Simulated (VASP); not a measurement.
# SiO2 (P4_2/mnm) in VASP: a series of runs

The runs below take SiO2 through single point, with PBE.

All numbers are computed with VASP 6.6.1; they aren't measurements. Logs are shortened: lines on timing, memory, paths and dates and some standing lists are left out, and cuts for length are marked.

## Step 1: The cell of the first run

Symmetry: P4_2/mnm, No. 136, tetragonal system. Conventional cell: a = 4.138 Å, b = 4.138 Å, c = 2.668 Å, α = 90.00°, β = 90.00°, γ = 90.00°. Si (site symmetry mmm) has 6 O at 1.75 to 1.79 Å within 2.3 Å. O (site symmetry m2m) has 3 Si at 1.75 to 1.79 Å and 1 O at 2.26 Å within 2.3 Å.

## Step 2: Single point, PBE (equal xx and yy strain of -1 %)

Contents of INCAR:

```
  PREC = Accurate
  ENCUT = 520
  EDIFF = 1E-7
  ISMEAR = -1
  SIGMA = 0.03
  LREAL = False
  LASPH = True
  NELM = 80
  ALGO = Normal
  ISIF = 2
  LWAVE = False
  LCHARG = True
  GGA = PE
  LELF = True
  LVHAR = True
  NBANDS = 25
```

Contents of KPOINTS:

```
regular mesh
0
Gamma
  6 6 9
```

Contents of POSCAR:

```
SiO2
1.0
    4.1382990000      0.0000000000      0.0000000000
    0.0000000000      4.1382990000      0.0000000000
    0.0000000000      0.0000000000      2.6678000000
Si O
2 4
Direct
    0.0000000000      0.0000000000      0.0000000000
    0.5000000000      0.5000000000      0.5000000000
    0.3067000000      0.3067000000      0.0000000000
    0.1933000000      0.8067000000      0.5000000000
    0.6933000000      0.6933000000      0.0000000000
    0.8067000000      0.1933000000      0.5000000000
```

Potentials or basis: VASP PAW PBE potentials, release 64 (Si, O).

Command:

```
> cat potpaw_PBE.64/Si/POTCAR potpaw_PBE.64/O/POTCAR > POTCAR
> mpirun -np 1 vasp_std > vasp.out
```

OUTCAR:

```text
PREC = Accurate
   ENCUT = 520
   EDIFF = 1E-7
   ISMEAR = -1
   LREAL = False
   LASPH = True
   NELM = 80
   ISIF = 2
   GGA = PE

 ion  position               nearest neighbor table
   1  0.000  0.000  0.000-   4 1.75   6 1.75   4 1.75   6 1.75   5 1.79   3 1.79
   2  0.500  0.500  0.500-   3 1.75   5 1.75   3 1.75   5 1.75   4 1.79   6 1.79
   3  0.307  0.307  0.000-   2 1.75   2 1.75   1 1.79
   4  0.193  0.807  0.500-   1 1.75   1 1.75   2 1.79
   5  0.693  0.693  0.000-   2 1.75   2 1.75   1 1.79
   6  0.807  0.193  0.500-   1 1.75   1 1.75   2 1.79

  LATTYP: Found a simple tetragonal cell.
 ALAT       =     4.1382990000
 C/A-ratio  =     0.6446610069

  Lattice vectors:

 A1 = (   4.1382990000,   0.0000000000,   0.0000000000)
 A2 = (   0.0000000000,   4.1382990000,   0.0000000000)
 A3 = (   0.0000000000,   0.0000000000,   2.6678000000)

Analysis of symmetry for initial positions (statically):
=====================================================================
 Subroutine PRICEL returns:
 Original cell was already a primitive cell.

 Routine SETGRP: Setting up the symmetry group for a
 simple tetragonal supercell.

 Subroutine GETGRP returns: Found 16 space group operations
 (whereof  8 operations were pure point group operations)
 out of a pool of 16 trial point group operations.

The static configuration has the point symmetry D_2h.
 The point group associated with its full space group is D_4h.

Analysis of symmetry for dynamics (positions and initial velocities):
=====================================================================
 Subroutine PRICEL returns:
 Original cell was already a primitive cell.

 Routine SETGRP: Setting up the symmetry group for a
 simple tetragonal supercell.

 Subroutine GETGRP returns: Found 16 space group operations
 (whereof  8 operations were pure point group operations)
 out of a pool of 16 trial point group operations.

The dynamic configuration has the point symmetry D_2h.
 The point group associated with its full space group is D_4h.

 Subroutine INISYM returns: Found 16 space group operations
 (whereof  8 operations are pure point group operations),
 and found     1 'primitive' translations

----------------------------------------------------------------------------------------

                                     Primitive cell

  volume of cell :      45.6875

[... 91 lines left out ...]
   LNONCOLLINEAR =      F non collinear calculations
   LSORBIT =      F    spin-orbit coupling
   LASPH  =      T    aspherical Exc in radial PAW
   ENCUT  =  520.0 eV  38.22 Ry    6.18 a.u.   7.69  7.69  4.96*2*pi/ulx,y,z
   NELM   =     80;   NELMIN=  2; NELMDL= -5     # of ELM steps
   EDIFF  = 0.1E-06   stopping-criterion for ELM
   LREAL  =      F    real-space projection
   EDIFFG = 0.1E-05   stopping-criterion for IOM
   NSW    =      0    number of steps for IOM
   IBRION =     -1    ionic relax: 0-MD 1-quasi-New 2-CG
   NFREE  =      0    steps in history (QN), initial steepest desc. (CG)
   ISIF   =      2    stress and relaxation
   ISYM   =      2    0-nonsym 1-usesym 2-fastsym
   POTIM  = 0.5000    time-step for ionic-motion
   TEBEG  =    0.0;   TEEND  =   0.0 temperature during run
   PSTRESS=    0.0 pullay stress
   NELECT =      32.0000    total number of electrons
   NUPDOWN=      -1.0000    fix difference up-down
   EMIN   =  10.00;   EMAX   =-10.00  energy-range for DOS
   EFERMI =   0.00;   METHOD = LEGACY
   ISMEAR =    -1;   SIGMA  =   0.03  broadening in eV -4-tet -1-fermi 0-gaus
   EFERMI_NEDOS =   21; number of points for ismear=-14 and -15
   IALGO  =     38    algorithm
   IMIX   =      4    mixing-type and parameters
     AMIX     =   0.40;   BMIX     =  1.00
     AMIX_MAG =   1.60;   BMIX_MAG =  1.00
  volume/ion in A,a.u.               =       7.61        51.39
  Fermi-wavevector in a.u.,A,eV,Ry     =   1.453871  2.747417 28.759184  2.113740
  Thomas-Fermi vector in A             =   2.571087
   LORBIT       =      0    0 simple, 1 ext, 2 COOP (PROOUT), +10 PAW based schemes
   GGA     = PE    functional components
   LHFCALC =     F    Hartree Fock is set to
   AEXX    =    0.0000 exact exchange contribution
   IVDW    =     0    specifies the selected vdW correction
   LEPSILON=     F    determine dielectric tensor
   LRPA    =     F    only Hartree local field effects (RPA)
 non-spin polarized calculation
  energy-cutoff  :      520.00
  volume of cell :       45.69
 maximum number of plane-waves:      1254
 NGX is ok and might be reduce to    32
   NGX = 15   NGY = 15   NGZ =  9

 number of electron      31.9999971 magnetization

 Free energy of the ion-electron system (eV)
  ---------------------------------------------------
  ext. energy  EPLUGINS =         0.00000000
  ---------------------------------------------------
  free energy    TOTEN  =       -46.17310351 eV

  energy without entropy =      -46.17310351  energy(sigma->0) =      -46.17310351

 E-fermi :   9.1222     XC(G=0): -12.3730

 val. band max:        8.5129309264   @ k =   0.0000   0.0000   0.0000
 cond. band min:      14.4506277894   @ k =   0.0000   0.0000   0.0000
 fundamental gap:      5.9376968630
 Fermi energy:         9.1221655923

 k-point     1 :       0.0000    0.0000    0.0000
  band No.  band energies     occupation
      1     -14.2661      2.00000
      2     -10.4955      2.00000
      3     -10.4955      2.00000
      4     -10.2821      2.00000
      5      -2.4381      2.00000
      6       2.0390      2.00000
[... 661 lines left out ...]
     24      21.2535      0.00000
     25      22.6156      0.00000

 [... further k-points ...]
[... 5 lines left out ...]
  --------------------------------------------------------------------------------------
  -------------------------------------------------------------------------------------
  Total        5.2543935      5.2543935      4.6661668      0.0000000      0.0000000      0.0000000
  in kB      184.2621681    184.2621681    163.6341098      0.0000000      0.0000000      0.0000000
  external PRESSURE =     177.3861486 kB  Pullay stress =       0.0000000 kB

 VOLUME and BASIS-vectors are now :
 -----------------------------------------------------------------------------
  energy-cutoff  :      520.00
  volume of cell :       45.69
      direct lattice vectors                 reciprocal lattice vectors
     4.138299000  0.000000000  0.000000000     0.241645178  0.000000000  0.000000000
     0.000000000  4.138299000  0.000000000     0.000000000  0.241645178  0.000000000
     0.000000000  0.000000000  2.667800000     0.000000000  0.000000000  0.374840693

 POSITION                                       TOTAL-FORCE (eV/Angst)
 -----------------------------------------------------------------------------------
      0.00000      0.00000      0.00000         0.000000     -0.000000     -0.000000
      2.06915      2.06915      1.33390         0.000000     -0.000000     -0.000000
      1.26922      1.26922      0.00000        -0.311252     -0.311252      0.000000
      0.79993      3.33837      1.33390         0.311252     -0.311252      0.000000
      2.86908      2.86908      0.00000         0.311252      0.311252     -0.000000
      3.33837      0.79993      1.33390        -0.311252      0.311252     -0.000000
 -----------------------------------------------------------------------------------
    total drift:                                0.000000      0.000000      0.000000

  FREE ENERGIE OF THE ION-ELECTRON SYSTEM (eV)
  ---------------------------------------------------
  free  energy   TOTEN  =       -46.1731035084 eV

  energy  without entropy=      -46.1731035084  energy(sigma->0) =      -46.17310351
```

stdout:

```text
POSCAR found type information on POSCAR SiO
 POSCAR found :  2 types and       6 ions
 scaLAPACK will be used
 LDA part: xc-table for (Slater+PW92), standard interpolation
 POSCAR, INCAR and KPOINTS ok, starting setup
 FFT: planning ... GRIDC
 FFT: planning ... GRID_SOFT
 FFT: planning ... GRID
 WAVECAR not read
 entering main loop
```

Run time: 70 s. Hardware: 1 thread of Intel Xeon 8259CL, shared host; peak memory 0.18 GiB.

Results:

- Free energy: -46.1731 eV
- Pressure: 17.7 GPa
- Largest force: 0.440 eV/Å
- Band gap on the k mesh: 5.94 eV, direct

Forces on the atoms (eV/Å):
```
Si   0.000  0.000  0.000
Si   0.000  0.000  0.000
O   -0.311 -0.311  0.000
O    0.311 -0.311  0.000
O    0.311  0.311  0.000
O   -0.311  0.311  0.000
```

Caveat: the cell differs from its parent crystal (equal xx and yy strain of -1 %).

## Step 3: Single point, PBE (equal xx and yy strain of +2 %)

Contents of INCAR:

```
PREC = Accurate
ENCUT = 520
EDIFF = 1E-7
ISMEAR = -1
SIGMA = 0.03
LREAL = False
LASPH = True
NELM = 100
ALGO = Normal
ISIF = 2
LWAVE = False
LCHARG = False
GGA = PE
NBANDS = 25
```

KPOINTS is that of step 2.

Changes to POSCAR since step 2:

```diff
@@ -2,4 +2,4 @@
 1.0
-    4.1382990000      0.0000000000      0.0000000000
-    0.0000000000      4.1382990000      0.0000000000
+    4.2637020000      0.0000000000      0.0000000000
+    0.0000000000      4.2637020000      0.0000000000
     0.0000000000      0.0000000000      2.6678000000
```

Potentials or basis: VASP PAW PBE potentials, release 64 (Si, O).

Command:

```
> cat potpaw_PBE.64/Si/POTCAR potpaw_PBE.64/O/POTCAR > POTCAR
> mpirun -np 1 vasp_std > vasp.out
```

Run time: 74 s. Hardware: 1 thread of Intel Xeon 8259CL, shared host; peak memory 0.18 GiB.

The run converged. Its results:

| Property | Result |
| --- | --- |
| Free energy | -46.3048 eV |
| Pressure | -0.6 GPa |
| Largest force | 0.171 eV/Å |
| Band gap on the k mesh | 4.99 eV, direct |

Forces in eV/Å, atoms in the order of the input:
```
Si   0.000  0.000  0.000
Si   0.000  0.000  0.000
O    0.121  0.121  0.000
O   -0.121  0.121  0.000
O   -0.121 -0.121  0.000
O    0.121 -0.121  0.000
```

Stress tensor (GPa, compression positive):
```
-3.00  0.00  0.00
 0.00 -3.00  0.00
 0.00  0.00  4.23
```

Levels at points of the mesh, in eV from the valence-band top:
| k point | band 13 | band 14 | band 15 | band 16 | band 17 | band 18 | band 19 | band 20 |
| --- | --- | --- | --- | --- | --- | --- | --- | --- |
| (0.00, 0.00, 0.00) | -2.42 | -0.86 | -0.86 | 0.00 | 4.99 | 6.83 | 8.44 | 8.44 |
| (0.50, 0.00, 0.00) | -2.53 | -2.53 | -1.05 | -1.05 | 7.34 | 7.34 | 9.05 | 9.05 |
| (0.50, 0.50, 0.00) | -2.50 | -2.50 | -2.20 | -2.20 | 7.10 | 7.10 | 9.91 | 9.91 |

Caveat: the cell differs from its parent crystal (equal xx and yy strain of +2 %). A k mesh can miss the band edges.

## Step 4: Single point, PBE (equal xx and yy strain of +3 %)

Contents of INCAR:

```
SYSTEM = SiO2
ALGO = Normal ; EDIFF = 1E-6
ENCUT = 600 ; GGA = PE
GGA_COMPAT = .False. ; ISIF = 2
ISMEAR = -1 ; LASPH = .True.
LCHARG = .False. ; LREAL = .False.
LWAVE = .False. ; NBANDS = 25
NELM = 120 ; PREC = Accurate
SIGMA = 0.03
```

Contents of KPOINTS:

```
k-points
0
Gamma
  6 6 9
  0 0 0
```

Changes to POSCAR since step 3:

```diff
@@ -2,4 +2,4 @@
 1.0
-    4.2637020000      0.0000000000      0.0000000000
-    0.0000000000      4.2637020000      0.0000000000
+    4.3055030000      0.0000000000      0.0000000000
+    0.0000000000      4.3055030000      0.0000000000
     0.0000000000      0.0000000000      2.6678000000
```

Command:

```
> cat potpaw_PBE.64/Si/POTCAR potpaw_PBE.64/O/POTCAR > POTCAR
> mpirun -np 1 vasp_std > vasp.out
```

Run time: 1.7 min. Hardware: 1 thread of Intel Xeon 8259CL, shared host; peak memory 0.21 GiB.

Results (log left out):

```yaml
Free_energy: -46.2846 eV
Pressure: -6.0 GPa
Largest_force: 0.389 eV/Å
Band_gap_on_the_k_mesh: 4.69 eV, direct
```

Forces in eV/Å, atoms in the order of the input:
```
Si   0.000  0.000  0.000
Si   0.000  0.000  0.000
O    0.275  0.275  0.000
O   -0.275  0.275  0.000
O   -0.275 -0.275  0.000
O    0.275 -0.275  0.000
```

Stress tensor (GPa, compression positive):
```
-9.23  0.00  0.00
 0.00 -9.23  0.00
 0.00  0.00  0.57
```

Levels at points of the mesh, in eV from the valence-band top:
```
           k point  band 13  band 14  band 15  band 16  band 17  band 18  band 19  band 20
(0.00, 0.00, 0.00)    -2.35    -0.86    -0.86     0.00     4.69     6.90     8.40     8.40
(0.50, 0.00, 0.00)    -2.45    -2.45    -1.04    -1.04     7.14     7.14     9.05     9.05
(0.50, 0.50, 0.00)    -2.43    -2.43    -2.16    -2.16     6.94     6.94     9.84     9.84
```

Caveat: the cell differs from its parent crystal (equal xx and yy strain of +3 %). A k mesh can miss the band edges.

## Step 5: Summary

```csv
cell,cutoff (eV),gap on the mesh (eV),pressure (GPa),largest force (eV/Å)
"a = 4.138, b = 4.138, c = 2.668 Å, 6 atoms",520,5.94,17.7,0.44
"a = 4.264, b = 4.264, c = 2.668 Å, 6 atoms",520,4.99,-0.6,0.17
"a = 4.306, b = 4.306, c = 2.668 Å, 6 atoms",600,4.69,-6.0,0.39
```

Alike in all rows: task single point; level PBE; potentials or basis VASP PAW PBE potentials, release 64 (Si, O); no spin polarisation; k mesh 6 × 6 × 9; smearing fermi-dirac 0.03 eV.

Total energies depend on the potentials used, so only differences within one code and one set of settings carry meaning.
